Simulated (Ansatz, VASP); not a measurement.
## NiGe: VASP beside Ansatz

The input INCAR:

```
PREC     = Accurate       # precision mode
ENCUT    = 520            # plane-wave cutoff, eV
EDIFF    = 1E-7           # SCF threshold, eV
ISMEAR   = 0              # smearing method
SIGMA    = 0.15           # smearing width, eV
LREAL    = F              # projectors in reciprocal space
LASPH    = T              # aspherical terms in the spheres
NELM     = 60             # most SCF steps
ALGO     = Fast           # electronic algorithm
ISIF     = 2              # what is computed and relaxed
LWAVE    = F              # write WAVECAR
LCHARG   = F              # write CHGCAR
GGA      = PE             # functional
NBANDS   = 58             # bands
```

File KPOINTS:

```
regular mesh
0
Gamma
  8 12 8
```

File POSCAR:

```
NiGe
1.0
    5.3966575280      0.0000000000      0.0000000000
    0.0000000000      3.4808800805      0.0000000000
    0.0000000000      0.0000000000      5.8460821463
Ni Ge
4 4
Direct
    0.9850182247      0.7500000000      0.1901826734
   -0.0035482129      0.2500000000      0.8098173266
    0.4964517871      0.2500000000      0.6901826734
    0.4850182247      0.7500000000      0.3098173266
    0.8103268991      0.7500000000      0.5874320982
    0.1896731009      0.2500000000      0.4125679018
    0.6896731009      0.2500000000      0.0874320982
    0.3103268991      0.7500000000      0.9125679018
```

Input for Ansatz:

```yaml
crystal:
  lattice:
    - [5.396657528, 0.0, 0.0]
    - [0.0, 3.4808800805, 0.0]
    - [0.0, 0.0, 5.8460821463]
  atoms:
    - { symbol: Ni, position: [0.9850182247, 0.75, 0.1901826734] }
    - { symbol: Ni, position: [-0.0035482129, 0.25, 0.8098173266] }
    - { symbol: Ni, position: [0.4964517871, 0.25, 0.6901826734] }
    - { symbol: Ni, position: [0.4850182247, 0.75, 0.3098173266] }
    - { symbol: Ge, position: [0.8103268991, 0.75, 0.5874320982] }
    - { symbol: Ge, position: [0.1896731009, 0.25, 0.4125679018] }
    - { symbol: Ge, position: [0.6896731009, 0.25, 0.0874320982] }
    - { symbol: Ge, position: [0.3103268991, 0.75, 0.9125679018] }
basis:
  ecutwfc: 420
kpoints:
  mp_grid: { grid: [8, 12, 8] }
hamiltonian:
  xc: pbe
scf:
  occupations: { method: gaussian, width: 0.15 }
output:
  forces: true
  stress: true
  eigenvalues: true
```

Change from the starting cell: all Ni atoms moved -0.050 Å, as atom 1 along Cartesian [1 0 0].

Alike in both runs: task single point; functional PBE; k mesh 8 × 12 × 8; occupations gaussian, width 0.15 eV; no spin polarisation.

```csv
,VASP,Ansatz
version,VASP 6.6.1,Ansatz 0.2.0
potentials or method,"VASP PAW PBE potentials, release 64 (Ni, Ge_d), cutoff 520 eV","scalar-relativistic, plane waves, PAW"
valence electrons in the cell,96,128
```

|  | VASP | Ansatz | Ansatz less VASP |
| --- | --- | --- | --- |
| gap on the k mesh at the Fermi level (eV) | none | none | - |
| pressure (GPa) | 0.3 | 0.1 | -0.20 |
| traceless stress, the component that is largest in VASP (GPa) | -0.01 | -0.08 | -0.063 |
| rms of the force components (eV/Å) | 0.190 | 0.189 | -0.0014 |

Atom by atom the forces differ by 0.004 eV/Å (rms over components). A gap of «none» marks a metal or a gap that the smearing closes. VASP's potentials hold 96 valence electrons a cell and Ansatz's 128, so a difference there can come from the potentials and not from the codes.
